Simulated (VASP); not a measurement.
Input of a VASP 6.6.1 run:

Contents of INCAR:

```
PREC = Accurate
ENCUT = 600
EDIFF = 1E-6
ISMEAR = 0
SIGMA = 0.2
LREAL = False
LASPH = True
NELM = 120
ALGO = Normal
ISIF = 2
LWAVE = False
LCHARG = True
GGA = PE
LELF = True
LVHAR = True
NBANDS = 12
GGA_COMPAT = False
```

KPOINTS

```
regular mesh
0
Gamma
  7 7 7
```

POSCAR

```
SiN
1.0
    0.0000000000      2.1321070366      2.1321070366
    2.1321070366      0.0000000000      2.1321070366
    2.1321070366      2.1321070366      0.0000000000
Si N
1 1
Direct
    0.0000000000      0.0000000000      0.0000000000
    0.5000000000      0.5000000000      0.5000000000
```

Potentials or basis: VASP PAW PBE potentials, release 64 (Si, N).

The run is started by

```bash
$ cat potpaw_PBE.64/Si/POTCAR potpaw_PBE.64/N/POTCAR > POTCAR
$ mpirun -np 1 vasp_std > vasp.out
```

**Question.** What does it give for the pressure?

**Answer.** -0.6 GPa.

Caveat: the k points lie up to 0.36 Å⁻¹ apart.
